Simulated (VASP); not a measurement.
# AlNi in VASP: notebook, part 2 of 2

VASP 6.6.1.

## 3. Single point, PBEsol (strain +0.050 along x and y, +0.000 along z)

Input file INCAR:

```
SYSTEM = AlNi
PREC = Accurate
ENCUT = 600
EDIFF = 1E-6
ISMEAR = 0
SIGMA = 0.15
LREAL = .FALSE.
LASPH = .TRUE.
NELM = 120
ALGO = Normal
ISIF = 2
LWAVE = .FALSE.
LCHARG = .TRUE.
GGA = PS
LELF = .TRUE.
LVHAR = .TRUE.
NBANDS = 14
GGA_COMPAT = .FALSE.
```

Input file KPOINTS:

```
regular mesh
0
G
  20 20 20
  0 0 0
```

Input file POSCAR:

```
AlNi
1.0
    3.0052738296      0.0000000000      0.0000000000
    0.0000000000      3.0052738296      0.0000000000
    0.0000000000      0.0000000000      2.8621655520
Al Ni
1 1
Direct
    0.0000000000      0.0000000000      0.0000000000
    0.5000000000      0.5000000000      0.5000000000
```

Potentials or basis: VASP PAW PBE potentials, release 64 (Al, Ni).

On the command line:

```bash
cat potpaw_PBE.64/Al/POTCAR potpaw_PBE.64/Ni/POTCAR > POTCAR
mpirun -np 1 vasp_std > vasp.out
```

OUTCAR:

```text
SYSTEM = AlNi
   PREC = Accurate
   ENCUT = 600
   EDIFF = 1E-6
   ISMEAR = 0
   LREAL = .FALSE.
   LASPH = .TRUE.
   NELM = 120
   ISIF = 2
   GGA = PS

 ion  position               nearest neighbor table
   1  0.000  0.000  0.000-   2 2.56   2 2.56   2 2.56   2 2.56   2 2.56   2 2.56   2 2.56   2 2.56

   2  0.500  0.500  0.500-   1 2.56   1 2.56   1 2.56   1 2.56   1 2.56   1 2.56   1 2.56   1 2.56

  LATTYP: Found a simple tetragonal cell.
 ALAT       =     3.0052738296
 C/A-ratio  =     0.9523809524

  Lattice vectors:

 A1 = (   3.0052738296,   0.0000000000,   0.0000000000)
 A2 = (   0.0000000000,   3.0052738296,   0.0000000000)
 A3 = (   0.0000000000,   0.0000000000,   2.8621655520)

Analysis of symmetry for initial positions (statically):
=====================================================================
 Subroutine PRICEL returns:
 Original cell was already a primitive cell.

 Routine SETGRP: Setting up the symmetry group for a
 simple tetragonal supercell.

 Subroutine GETGRP returns: Found 16 space group operations
 (whereof 16 operations were pure point group operations)
 out of a pool of 16 trial point group operations.

The static configuration has the point symmetry D_4h.

Analysis of symmetry for dynamics (positions and initial velocities):
=====================================================================
 Subroutine PRICEL returns:
 Original cell was already a primitive cell.

 Routine SETGRP: Setting up the symmetry group for a
 simple tetragonal supercell.

 Subroutine GETGRP returns: Found 16 space group operations
 (whereof 16 operations were pure point group operations)
 out of a pool of 16 trial point group operations.

The dynamic configuration has the point symmetry D_4h.

 Subroutine INISYM returns: Found 16 space group operations
 (whereof 16 operations are pure point group operations),
 and found     1 'primitive' translations

----------------------------------------------------------------------------------------

                                     Primitive cell

  volume of cell :      25.8501

  direct lattice vectors                    reciprocal lattice vectors
     3.005273830  0.000000000  0.000000000     0.332748381  0.000000000  0.000000000
     0.000000000  3.005273830  0.000000000     0.000000000  0.332748381  0.000000000
     0.000000000  0.000000000  2.862165552     0.000000000  0.000000000  0.349385800

  length of vectors
     3.005273830  3.005273830  2.862165552     0.332748381  0.332748381  0.349385800

  position of ions in fractional coordinates (direct lattice)
     0.000000000  0.000000000  0.000000000
     0.500000000  0.500000000  0.500000000

  ion indices of the primitive-cell ions
   primitive index   ion index
                 1           1
                 2           2

----------------------------------------------------------------------------------------

 KPOINTS: regular mesh

Automatic generation of k-mesh.
 Grid dimensions read from file:
 generate k-points for:   20   20   20

 Generating k-lattice:

  Cartesian coordinates                     Fractional coordinates (reciprocal lattice)
     0.016637419  0.000000000  0.000000000     0.050000000  0.000000000  0.000000000
     0.000000000  0.016637419  0.000000000     0.000000000  0.050000000  0.000000000
[... 42 lines left out ...]
   total plane-waves  NPLWV =  13824
   dimension x,y,z NGX =    24 NGY =   24 NGZ =   24
   dimension x,y,z NGXF=    48 NGYF=   48 NGZF=   48
   ions per type =               1   1
   NGX,Y,Z   is equivalent  to a cutoff of  13.28, 13.28, 13.94 a.u.
   NGXF,Y,Z  is equivalent  to a cutoff of  26.55, 26.55, 27.88 a.u.
 SYSTEM =  AlNi
   PREC   = accura    normal or accurate (medium, high low for compatibility)
   ISTART =      0    job   : 0-new  1-cont  2-samecut
   ICHARG =      2    charge: 1-file 2-atom 10-const
   ISPIN  =      1    spin polarized calculation?
   LNONCOLLINEAR =      F non collinear calculations
   LSORBIT =      F    spin-orbit coupling
   LASPH  =      T    aspherical Exc in radial PAW
   ENCUT  =  600.0 eV  44.10 Ry    6.64 a.u.   6.00  6.00  5.72*2*pi/ulx,y,z
   NELM   =    120;   NELMIN=  2; NELMDL= -5     # of ELM steps
   EDIFF  = 0.1E-05   stopping-criterion for ELM
   LREAL  =      F    real-space projection
   EDIFFG = 0.1E-04   stopping-criterion for IOM
   NSW    =      0    number of steps for IOM
   IBRION =     -1    ionic relax: 0-MD 1-quasi-New 2-CG
   NFREE  =      0    steps in history (QN), initial steepest desc. (CG)
   ISIF   =      2    stress and relaxation
   ISYM   =      2    0-nonsym 1-usesym 2-fastsym
   POTIM  = 0.5000    time-step for ionic-motion
   TEBEG  =    0.0;   TEEND  =   0.0 temperature during run
   PSTRESS=    0.0 pullay stress
   NELECT =      13.0000    total number of electrons
   NUPDOWN=      -1.0000    fix difference up-down
   EMIN   =  10.00;   EMAX   =-10.00  energy-range for DOS
   EFERMI =   0.00;   METHOD = LEGACY
   ISMEAR =     0;   SIGMA  =   0.15  broadening in eV -4-tet -1-fermi 0-gaus
   EFERMI_NEDOS =   21; number of points for ismear=-14 and -15
   IALGO  =     38    algorithm
   IMIX   =      4    mixing-type and parameters
     AMIX     =   0.40;   BMIX     =  1.00
     AMIX_MAG =   1.60;   BMIX_MAG =  1.00
  volume/ion in A,a.u.               =      12.93        87.22
  Fermi-wavevector in a.u.,A,eV,Ry     =   1.301872  2.460182 23.060121  1.694871
  Thomas-Fermi vector in A             =   2.432977
   LORBIT       =      0    0 simple, 1 ext, 2 COOP (PROOUT), +10 PAW based schemes
   GGA     = PS    functional components
   LHFCALC =     F    Hartree Fock is set to
   AEXX    =    0.0000 exact exchange contribution
   IVDW    =     0    specifies the selected vdW correction
   LEPSILON=     F    determine dielectric tensor
   LRPA    =     F    only Hartree local field effects (RPA)
 non-spin polarized calculation
 Gauss-broadening in eV      SIGMA  =   0.15
  energy-cutoff  :      600.00
  volume of cell :       25.85
 maximum number of plane-waves:       888
   NGX = 13   NGY = 13   NGZ = 11

 number of electron      12.9999993 magnetization

 Free energy of the ion-electron system (eV)
  ---------------------------------------------------
  ext. energy  EPLUGINS =         0.00000000
  ---------------------------------------------------
  free energy    TOTEN  =       -11.47318106 eV

  energy without entropy =      -11.46282469  energy(sigma->0) =      -11.46800287

 E-fermi :   8.9108     XC(G=0): -11.7936

 val. band max:        8.9078454472   @ k =   0.5000   0.4500   0.3000
 cond. band min:       8.9196779430   @ k =   0.5000   0.4000   0.3500
 fundamental gap:      0.0118324958
 Fermi energy:         8.9108203428

 k-point     1 :       0.0000    0.0000    0.0000
  band No.  band energies     occupation
      1      -1.6690      2.00000
      2       6.0108      2.00000
      3       6.0307      2.00000
      4       7.4361      2.00000
      5       7.5649      2.00000
      6       7.5649      2.00000
      7      13.5472      0.00000
      8      13.5472      0.00000
      9      15.2206      0.00000
     10      16.6059      0.00000
     11      16.8636      0.00000
     12      21.4348      0.00000
     13      28.2137      0.00000
     14      29.3176      0.00000
[... 377 lines left out ...]
      1      -0.8336      2.00000
      2       5.8432      2.00000
      3       6.1390      2.00000
      4       7.0914      2.00000
      5       7.3784      2.00000
      6       7.5373      2.00000
      7      10.3393      0.00000
      8      12.9328      0.00000
      9      16.2379      0.00000
     10      17.9511      0.00000
     11      20.1458      0.00000
     12      22.5432      0.00000
     13      23.9873      0.00000
     14      25.6004      0.00000

 [... further k-points ...]

------------------------ aborting loop because EDIFF is reached ----------------------------------------

  FORCE on cell =-STRESS in cart. coord.  units (eV):
  Direction    XX          YY          ZZ          XY          YZ          ZX
  --------------------------------------------------------------------------------------
  -------------------------------------------------------------------------------------
  Total       -2.3362704     -2.3362704     -1.8062547      0.0000000     -0.0000000      0.0000000
  in kB     -144.8007594   -144.8007594   -111.9506785      0.0000000     -0.0000000      0.0000000
  external PRESSURE =    -133.8507324 kB  Pullay stress =       0.0000000 kB

 VOLUME and BASIS-vectors are now :
 -----------------------------------------------------------------------------
  energy-cutoff  :      600.00
  volume of cell :       25.85
      direct lattice vectors                 reciprocal lattice vectors
     3.005273830  0.000000000  0.000000000     0.332748381  0.000000000  0.000000000
     0.000000000  3.005273830  0.000000000     0.000000000  0.332748381  0.000000000
     0.000000000  0.000000000  2.862165552     0.000000000  0.000000000  0.349385800

 POSITION                                       TOTAL-FORCE (eV/Angst)
 -----------------------------------------------------------------------------------
      0.00000      0.00000      0.00000         0.000000      0.000000      0.000000
      1.50264      1.50264      1.43108         0.000000      0.000000      0.000000
 -----------------------------------------------------------------------------------
    total drift:                                0.000000      0.000000     -0.000000

  FREE ENERGIE OF THE ION-ELECTRON SYSTEM (eV)
  ---------------------------------------------------
  free  energy   TOTEN  =       -11.4731810555 eV

  energy  without entropy=      -11.4628246926  energy(sigma->0) =      -11.46800287
```

stdout:

```text
POSCAR found type information on POSCAR AlNi
 POSCAR found :  2 types and       2 ions
 scaLAPACK will be used
 -----------------------------------------------------------------------------
|                                                                             |
|                                                                             |
|     You enforced a specific xc type in the INCAR file but a different       |
|     I HOPE YOU KNOW WHAT YOU ARE DOING!                                     |
|                                                                             |
 -----------------------------------------------------------------------------

 LDA part: xc-table for (Slater+PW92), standard interpolation
 POSCAR, INCAR and KPOINTS ok, starting setup
 FFT: planning ... GRIDC
 FFT: planning ... GRID_SOFT
 FFT: planning ... GRID
 WAVECAR not read
 entering main loop
```

Run time: 2.2 min. Hardware: 1 thread of Intel Xeon 6975P-C (Granite Rapids), shared host; peak memory 0.42 GiB.

What came out:

```yaml
Free_energy: -11.4732 eV
Pressure: -13.4 GPa
Band_gap_on_the_k_mesh: zero (an odd number of electrons rules out a gap without spin polarisation)
```

Caveat: the cell differs from its parent crystal (strain +0.050 along x and y, +0.000 along z); the cell stands under tension; the PAW data sets were made with another functional, which shifts forces and pressure a little. Spin polarisation is off, so any magnetic state and its effect on volume and gap are missing.

## 4. Single point, PBEsol (strain -0.050 along x and y, -0.050 along z)

Input file INCAR:

```
ALGO = Normal ; EDIFF = 1E-6
ENCUT = 600 ; GGA = PS
GGA_COMPAT = False ; ISIF = 2
ISMEAR = 0 ; LASPH = True
LCHARG = False ; LREAL = False
LWAVE = False ; NBANDS = 14
NELM = 120 ; PREC = Accurate
SIGMA = 0.15
```

Input file KPOINTS:

```
k-points
0
Gamma
  20 20 20
```

Input file POSCAR:

```
AlNi
1.0
    2.7190572744      0.0000000000      0.0000000000
    0.0000000000      2.7190572744      0.0000000000
    0.0000000000      0.0000000000      2.7190572744
Al Ni
1 1
Direct
    0.0000000000      0.0000000000      0.0000000000
    0.5000000000      0.5000000000      0.5000000000
```

On the command line:

```bash
cat potpaw_PBE.64/Al/POTCAR potpaw_PBE.64/Ni/POTCAR > POTCAR
mpirun -np 1 vasp_std > vasp.out
```

Run time: 92 s. Hardware: 1 thread of Intel Xeon 8259CL, shared host; peak memory 0.22 GiB.

The run converged. Its results:

| Property | Result |
| --- | --- |
| Free energy | -11.2490 eV |
| Pressure | 37.2 GPa |
| Band gap on the k mesh | zero (an odd number of electrons rules out a gap without spin polarisation) |

Levels at points of the mesh, in eV from the Fermi level:
| k point | band 5 | band 6 | band 7 | band 8 | band 9 | band 10 |
| --- | --- | --- | --- | --- | --- | --- |
| (0.00, 0.00, 0.00) | -1.94 | -1.94 | 6.29 | 6.29 | 6.29 | 8.73 |
| (0.50, 0.00, 0.00) | -2.83 | -1.83 | -0.75 | 8.45 | 10.87 | 10.87 |
| (0.50, 0.50, 0.00) | -2.65 | -2.65 | -1.26 | 1.80 | 3.39 | 14.34 |
| (0.50, 0.50, 0.50) | -1.23 | 1.82 | 1.82 | 1.82 | 5.29 | 5.29 |

Caveat: the cell differs from its parent crystal (strain -0.050 along x and y, -0.050 along z); the cell stands under pressure; the PAW data sets were made with another functional, which shifts forces and pressure a little. Spin polarisation is off, so any magnetic state and its effect on volume and gap are missing.

## 5. Overview

| cell | gap on the mesh (eV) | pressure (GPa) |
| --- | --- | --- |
| a = 3.005, b = 3.005, c = 2.791 Å, 2 atoms | none | -10.2 |
| a = 3.005, b = 3.005, c = 2.862 Å, 2 atoms | none | -13.4 |
| a = 2.719 Å, 2 atoms | none | 37.2 |

Alike in all rows: task single point; level PBEsol; potentials or basis VASP PAW PBE potentials, release 64 (Al, Ni); no spin polarisation; k mesh 20 × 20 × 20; cutoff (eV) 600; smearing gaussian 0.15 eV.

Caveats: the PAW data sets were made with another functional, which shifts forces and pressure a little; the cell stands under tension (at least some runs); the cell stands under pressure (at least some runs).

Absolute energies hang on the potentials; compare differences alone.
